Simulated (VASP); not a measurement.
# Si3N4 (P-42m) in VASP: notebook

The runs below take Si3N4 through single point, with PBE.

Everything below comes from runs of VASP 6.6.1. Logs are shortened: lines on timing, memory, paths and dates and some standing lists are left out, and cuts for length are marked.

**1. The cell of the first run**

The structure is tetragonal, space group P-42m (No. 111). The conventional cell has a = 4.048 Å, b = 4.048 Å, c = 4.131 Å, α = 90.00°, β = 90.00°, γ = 90.00°. Within 2.3 Å of Si (site symmetry -42m) lie 4 N at 1.74 Å. Within 2.3 Å of Si (site symmetry 222) lie 4 N at 1.74 Å. N (site symmetry m) has 3 Si at 1.74 Å within 2.3 Å.

**2. Single point, PBE**

The input, INCAR:

```
PREC = Accurate
ENCUT = 520
EDIFF = 1E-7
ISMEAR = -1
SIGMA = 0.05
LREAL = F
LASPH = T
NELM = 60
ALGO = Normal
ISIF = 2
LWAVE = F
LCHARG = F
GGA = PE
NBANDS = 25
```

The input, KPOINTS:

```
Automatic mesh
0
Gamma
  6 6 6
```

The input, POSCAR:

```
Si3N4
1.0
    4.0481644000      0.0000000000      0.0000000000
    0.0000000000      4.0481644000      0.0000000000
    0.0000000000      0.0000000000      4.1307800000
Si N
3 4
Direct
    0.0000000000      0.0000000000      0.5000000000
    0.5000000000      0.0000000000      0.0000000000
    0.0000000000      0.5000000000      0.0000000000
    0.2395200000      0.2395200000      0.7604800000
    0.7604800000      0.7604800000      0.7604800000
    0.2395200000      0.7604800000      0.2395200000
    0.7604800000      0.2395200000      0.2395200000
```

Potentials or basis: VASP PAW PBE potentials, release 64 (Si, N).

Started as:

```bash
> cat potpaw_PBE.64/Si/POTCAR potpaw_PBE.64/N/POTCAR > POTCAR
> mpirun -np 1 vasp_std > vasp.out
```

OUTCAR:

```text
PREC = Accurate
   ENCUT = 520
   EDIFF = 1E-7
   ISMEAR = -1
   LREAL = F
   LASPH = T
   NELM = 60
   ISIF = 2
   GGA = PE

 ion  position               nearest neighbor table
   1  0.000  0.000  0.500-   4 1.74   5 1.74   6 1.74   7 1.74   2 2.89   3 2.89   2 2.89   3 2.89
                             3 2.89   3 2.89   2 2.89   2 2.89
   2  0.500  0.000  0.000-   4 1.74   5 1.74   6 1.74   7 1.74   3 2.86   3 2.86   3 2.86   3 2.86
                             1 2.89   1 2.89   1 2.89   1 2.89
   3  0.000  0.500  0.000-   4 1.74   5 1.74   6 1.74   7 1.74   2 2.86   2 2.86   2 2.86   2 2.86
                             1 2.89   1 2.89   1 2.89   1 2.89
   4  0.240  0.240  0.760-   2 1.74   3 1.74   1 1.74
   5  0.760  0.760  0.760-   2 1.74   3 1.74   1 1.74
   6  0.240  0.760  0.240-   2 1.74   3 1.74   1 1.74
   7  0.760  0.240  0.240-   2 1.74   3 1.74   1 1.74

  LATTYP: Found a simple tetragonal cell.
 ALAT       =     4.0481644000
 C/A-ratio  =     1.0204081633

  Lattice vectors:

 A1 = (   4.0481644000,   0.0000000000,   0.0000000000)
 A2 = (   0.0000000000,   4.0481644000,   0.0000000000)
 A3 = (   0.0000000000,   0.0000000000,   4.1307800000)

Analysis of symmetry for initial positions (statically):
=====================================================================
 Subroutine PRICEL returns:
 Original cell was already a primitive cell.

 Routine SETGRP: Setting up the symmetry group for a
 simple tetragonal supercell.

 Subroutine GETGRP returns: Found  8 space group operations
 (whereof  8 operations were pure point group operations)
 out of a pool of 16 trial point group operations.

The static configuration has the point symmetry D_2d.

Analysis of symmetry for dynamics (positions and initial velocities):
=====================================================================
 Subroutine PRICEL returns:
 Original cell was already a primitive cell.

 Routine SETGRP: Setting up the symmetry group for a
 simple tetragonal supercell.

 Subroutine GETGRP returns: Found  8 space group operations
 (whereof  8 operations were pure point group operations)
 out of a pool of 16 trial point group operations.

The dynamic configuration has the point symmetry D_2d.

 Subroutine INISYM returns: Found  8 space group operations
 (whereof  8 operations are pure point group operations),
 and found     1 'primitive' translations

----------------------------------------------------------------------------------------

                                     Primitive cell

  volume of cell :      67.6937

  direct lattice vectors                    reciprocal lattice vectors
     4.048164400  0.000000000  0.000000000     0.247025541  0.000000000  0.000000000
     0.000000000  4.048164400  0.000000000     0.000000000  0.247025541  0.000000000
     0.000000000  0.000000000  4.130780000     0.000000000  0.000000000  0.242085030

  length of vectors
     4.048164400  4.048164400  4.130780000     0.247025541  0.247025541  0.242085030

  position of ions in fractional coordinates (direct lattice)
     0.000000000  0.000000000  0.500000000
     0.500000000  0.000000000  0.000000000
     0.000000000  0.500000000  0.000000000
     0.239520000  0.239520000  0.760480000
     0.760480000  0.760480000  0.760480000
     0.239520000  0.760480000  0.239520000
     0.760480000  0.239520000  0.239520000

  ion indices of the primitive-cell ions
   primitive index   ion index
                 1           1
                 2           2
                 3           3
                 4           4
                 5           5
                 6           6
                 7           7

----------------------------------------------------------------------------------------

 KPOINTS: Automatic mesh

Automatic generation of k-mesh.
 Grid dimensions read from file:
 generate k-points for:    6    6    6

 Generating k-lattice:

  Cartesian coordinates                     Fractional coordinates (reciprocal lattice)
     0.041170923  0.000000000  0.000000000     0.166666667  0.000000000  0.000000000
     0.000000000  0.041170923  0.000000000     0.000000000  0.166666667  0.000000000
     0.000000000  0.000000000  0.040347505     0.000000000  0.000000000  0.166666667

  Length of vectors
     0.041170923  0.041170923  0.040347505

  Shift w.r.t. Gamma in fractional coordinates (k-lattice)
     0.000000000  0.000000000  0.000000000

 Subroutine IBZKPT returns following result:
 ===========================================

 Found     40 irreducible k-points:

 Following reciprocal coordinates:
            Coordinates               Weight
  0.000000  0.000000  0.000000      1.000000
  0.166667  0.000000  0.000000      4.000000
  0.333333  0.000000  0.000000      4.000000
  0.500000  0.000000  0.000000      2.000000
  0.166667  0.166667  0.000000      4.000000
  0.333333  0.166667  0.000000      8.000000
[... 16 lines left out ...]
  0.333333  0.000000  0.333333      8.000000
  0.500000  0.000000  0.333333      4.000000
 [... further k-points ...]
   k-points           NKPTS =     40   k-points in BZ     NKDIM =     40   number of bands    NBANDS=     25
   number of dos      NEDOS =    301   number of ions     NIONS =      7
   total plane-waves  NPLWV =  28800
   dimension x,y,z NGX =    30 NGY =   30 NGZ =   32
   dimension x,y,z NGXF=    60 NGYF=   60 NGZF=   64
   ions per type =               3   4
   NGX,Y,Z   is equivalent  to a cutoff of  12.32, 12.32, 12.88 a.u.
   NGXF,Y,Z  is equivalent  to a cutoff of  24.64, 24.64, 25.76 a.u.
 SYSTEM =  unknown system
   PREC   = accura    normal or accurate (medium, high low for compatibility)
   ISTART =      0    job   : 0-new  1-cont  2-samecut
   ICHARG =      2    charge: 1-file 2-atom 10-const
   ISPIN  =      1    spin polarized calculation?
   LNONCOLLINEAR =      F non collinear calculations
   LSORBIT =      F    spin-orbit coupling
   LASPH  =      T    aspherical Exc in radial PAW
   ENCUT  =  520.0 eV  38.22 Ry    6.18 a.u.   7.53  7.53  7.68*2*pi/ulx,y,z
   NELM   =     60;   NELMIN=  2; NELMDL= -5     # of ELM steps
   EDIFF  = 0.1E-06   stopping-criterion for ELM
   LREAL  =      F    real-space projection
   EDIFFG = 0.1E-05   stopping-criterion for IOM
   NSW    =      0    number of steps for IOM
   IBRION =     -1    ionic relax: 0-MD 1-quasi-New 2-CG
   NFREE  =      0    steps in history (QN), initial steepest desc. (CG)
   ISIF   =      2    stress and relaxation
   ISYM   =      2    0-nonsym 1-usesym 2-fastsym
   POTIM  = 0.5000    time-step for ionic-motion
   TEBEG  =    0.0;   TEEND  =   0.0 temperature during run
   PSTRESS=    0.0 pullay stress
   NELECT =      32.0000    total number of electrons
   NUPDOWN=      -1.0000    fix difference up-down
   EMIN   =  10.00;   EMAX   =-10.00  energy-range for DOS
   EFERMI =   0.00;   METHOD = LEGACY
   ISMEAR =    -1;   SIGMA  =   0.05  broadening in eV -4-tet -1-fermi 0-gaus
   EFERMI_NEDOS =   21; number of points for ismear=-14 and -15
   IALGO  =     38    algorithm
   IMIX   =      4    mixing-type and parameters
     AMIX     =   0.40;   BMIX     =  1.00
     AMIX_MAG =   1.60;   BMIX_MAG =  1.00
  volume/ion in A,a.u.               =       9.67        65.26
  Fermi-wavevector in a.u.,A,eV,Ry     =   1.275289  2.409947 22.128008  1.626363
  Thomas-Fermi vector in A             =   2.408010
   LORBIT       =      0    0 simple, 1 ext, 2 COOP (PROOUT), +10 PAW based schemes
   GGA     = PE    functional components
   LHFCALC =     F    Hartree Fock is set to
   AEXX    =    0.0000 exact exchange contribution
   IVDW    =     0    specifies the selected vdW correction
   LEPSILON=     F    determine dielectric tensor
   LRPA    =     F    only Hartree local field effects (RPA)
 non-spin polarized calculation
  energy-cutoff  :      520.00
  volume of cell :       67.69
 maximum number of plane-waves:      1840
   NGX = 15   NGY = 15   NGZ = 15

 number of electron      32.0000001 magnetization

 Free energy of the ion-electron system (eV)
  ---------------------------------------------------
  ext. energy  EPLUGINS =         0.00000000
  ---------------------------------------------------
  free energy    TOTEN  =       -55.45565006 eV

  energy without entropy =      -55.45565006  energy(sigma->0) =      -55.45565006

 E-fermi :   8.4029     XC(G=0): -11.3305

 val. band max:        7.3094704710   @ k =   0.5000   0.5000   0.5000
 cond. band min:       9.9796963307   @ k =   0.0000   0.0000   0.0000
 fundamental gap:      2.6702258596
 Fermi energy:         8.4029144608

 k-point     1 :       0.0000    0.0000    0.0000
  band No.  band energies     occupation
      1     -11.0412      2.00000
      2      -7.0670      2.00000
      3      -6.9392      2.00000
      4      -6.9392      2.00000
      5      -1.5780      2.00000
      6      -1.4019      2.00000
[... 17 lines left out ...]
     24      19.1106      0.00000
     25      19.1316      0.00000

 k-point     2 :       0.1667    0.0000    0.0000
  band No.  band energies     occupation
      1     -10.8788      2.00000
      2      -7.3682      2.00000
      3      -7.0345      2.00000
      4      -6.9196      2.00000
      5      -1.4084      2.00000
      6      -0.9768      2.00000
[... 17 lines left out ...]
     24      18.7178      0.00000
     25      19.1809      0.00000

 k-point     3 :       0.3333    0.0000    0.0000
  band No.  band energies     occupation
      1     -10.4320      2.00000
      2      -8.2580      2.00000
      3      -6.9640      2.00000
      4      -6.8834      2.00000
      5      -1.0490      2.00000
      6       0.0384      2.00000
[... 552 lines left out ...]
 k-point    23 :       0.3333    0.0000    0.3333
  band No.  band energies     occupation
      1      -9.8739      2.00000
      2      -8.1116      2.00000
      3      -7.8710      2.00000
      4      -7.0359      2.00000
      5      -0.3296      2.00000
      6      -0.2329      2.00000
[... 17 lines left out ...]
     24      17.6514      0.00000
     25      17.8827      0.00000

 k-point    24 :       0.5000    0.0000    0.3333
  band No.  band energies     occupation
      1      -9.4713      2.00000
      2      -8.5325      2.00000
      3      -7.8514      2.00000
      4      -7.1366      2.00000
      5      -0.4130      2.00000
      6      -0.0476      2.00000
[... 17 lines left out ...]
     24      17.4575      0.00000
     25      18.1450      0.00000

 [... further k-points ...]

------------------------ aborting loop because EDIFF is reached ----------------------------------------

  FORCE on cell =-STRESS in cart. coord.  units (eV):
  Direction    XX          YY          ZZ          XY          YZ          ZX
  --------------------------------------------------------------------------------------
  -------------------------------------------------------------------------------------
  Total        4.8207774      4.8207774      3.3351260      0.0000000     -0.0000000      0.0000000
  in kB      114.0983376    114.0983376     78.9358851      0.0000000     -0.0000000      0.0000000
  external PRESSURE =     102.3775201 kB  Pullay stress =       0.0000000 kB

 VOLUME and BASIS-vectors are now :
 -----------------------------------------------------------------------------
  energy-cutoff  :      520.00
  volume of cell :       67.69
      direct lattice vectors                 reciprocal lattice vectors
     4.048164400  0.000000000  0.000000000     0.247025541  0.000000000  0.000000000
     0.000000000  4.048164400  0.000000000     0.000000000  0.247025541  0.000000000
     0.000000000  0.000000000  4.130780000     0.000000000  0.000000000  0.242085030

 POSITION                                       TOTAL-FORCE (eV/Angst)
 -----------------------------------------------------------------------------------
      0.00000      0.00000      2.06539        -0.000000      0.000000      0.000000
      2.02408      0.00000      0.00000        -0.000000      0.000000      0.000000
      0.00000      2.02408      0.00000        -0.000000      0.000000      0.000000
      0.96962      0.96962      3.14138         0.223445      0.223445     -0.157441
      3.07855      3.07855      3.14138        -0.223445     -0.223445     -0.157441
      0.96962      3.07855      0.98940         0.223445     -0.223445      0.157441
      3.07855      0.96962      0.98940        -0.223445      0.223445      0.157441
 -----------------------------------------------------------------------------------
    total drift:                                0.000000      0.000000      0.000000

  FREE ENERGIE OF THE ION-ELECTRON SYSTEM (eV)
  ---------------------------------------------------
  free  energy   TOTEN  =       -55.4556500638 eV

  energy  without entropy=      -55.4556500637  energy(sigma->0) =      -55.45565006
```

It took 1.8 min on 1 thread of AMD EPYC 7R13, shared host; peak memory 0.17 GiB.

Results:

```
Free energy            : -55.4557 eV
Pressure               : 10.2 GPa
Largest force          : 0.353 eV/Å
Band gap on the k mesh : 2.67 eV, indirect (least direct gap 2.91 eV)
```

Forces in eV/Å, atoms in the order of the input:
```
Si   0.000  0.000  0.000
Si   0.000  0.000  0.000
Si   0.000  0.000  0.000
N    0.223  0.223 -0.157
N   -0.223 -0.223 -0.157
N    0.223 -0.223  0.157
N   -0.223  0.223  0.157
```

A k mesh can miss the band edges. PBE gaps usually lie below the measured ones, often by a third to a half.

**3. Single point, PBE**

This run uses another cell than the first one, of 9.87 Å³/atom, 1.021 times its volume.

The input, INCAR:

```
SYSTEM = Si3N4
PREC     = Accurate       ! precision mode
ENCUT    = 520            ! plane-wave cutoff, eV
EDIFF    = 1E-7           ! SCF threshold, eV
ISMEAR   = -1             ! smearing method
SIGMA    = 0.05           ! smearing width, eV
LREAL    = .False.        ! projectors in reciprocal space
LASPH    = .True.         ! aspherical terms in the spheres
NELM     = 60             ! most SCF steps
ALGO     = Normal         ! electronic algorithm
ISIF     = 2              ! what is computed and relaxed
LWAVE    = .False.        ! write WAVECAR
LCHARG   = .False.        ! write CHGCAR
GGA      = PE             ! functional
NBANDS   = 25             ! bands
```

The input, KPOINTS:

```
Automatic mesh
0
Gamma
  6 6 6
  0 0 0
```

Edit POSCAR of step 2 so:

```diff
@@ -2,4 +2,4 @@
 1.0
-    4.0481644000      0.0000000000      0.0000000000
-    0.0000000000      4.0481644000      0.0000000000
+    4.0894722000      0.0000000000      0.0000000000
+    0.0000000000      4.0894722000      0.0000000000
     0.0000000000      0.0000000000      4.1307800000
```

Potentials or basis: VASP PAW PBE potentials, release 64 (Si, N).

Started as:

```bash
> cat potpaw_PBE.64/Si/POTCAR potpaw_PBE.64/N/POTCAR > POTCAR
> mpirun -np 1 vasp_std > vasp.out
```

Run time: 1.7 min. Hardware: 1 thread of AMD EPYC 7R13, shared host; peak memory 0.17 GiB.

The run converged. Its results:

```
Free energy            : -55.5290 eV
Pressure               : 4.8 GPa
Largest force          : 0.162 eV/Å
Band gap on the k mesh : 2.70 eV, indirect (least direct gap 2.91 eV)
```

Forces in eV/Å, atoms in the order of the input:
```
Si   0.000  0.000  0.000
Si   0.000  0.000  0.000
Si   0.000  0.000  0.000
N    0.103  0.103 -0.069
N   -0.103 -0.103 -0.069
N    0.103 -0.103  0.069
N   -0.103  0.103  0.069
```

Stress tensor (GPa, compression positive):
```
5.35 0.00 0.00
0.00 5.35 0.00
0.00 0.00 3.64
```

Levels at points of the mesh, in eV from the valence-band top:
| k point | band 14 | band 15 | band 16 | band 17 | band 18 | band 19 |
| --- | --- | --- | --- | --- | --- | --- |
| (0.00, 0.00, 0.00) | -0.26 | -0.22 | -0.22 | 2.70 | 2.70 | 2.76 |
| (0.50, 0.00, 0.00) | -2.36 | -0.60 | -0.59 | 4.95 | 5.80 | 5.81 |
| (0.50, 0.50, 0.00) | -1.87 | -0.25 | -0.25 | 6.45 | 6.45 | 8.00 |
| (0.00, 0.00, 0.50) | -2.36 | -0.55 | -0.55 | 4.90 | 5.69 | 5.69 |
| (0.50, 0.00, 0.50) | -1.83 | -0.31 | -0.30 | 6.29 | 6.35 | 7.97 |
| (0.50, 0.50, 0.50) | -0.08 | 0.00 | 0.00 | 5.82 | 5.95 | 5.95 |

A k mesh can miss the band edges.

(Part 1 of 2 ends here.)
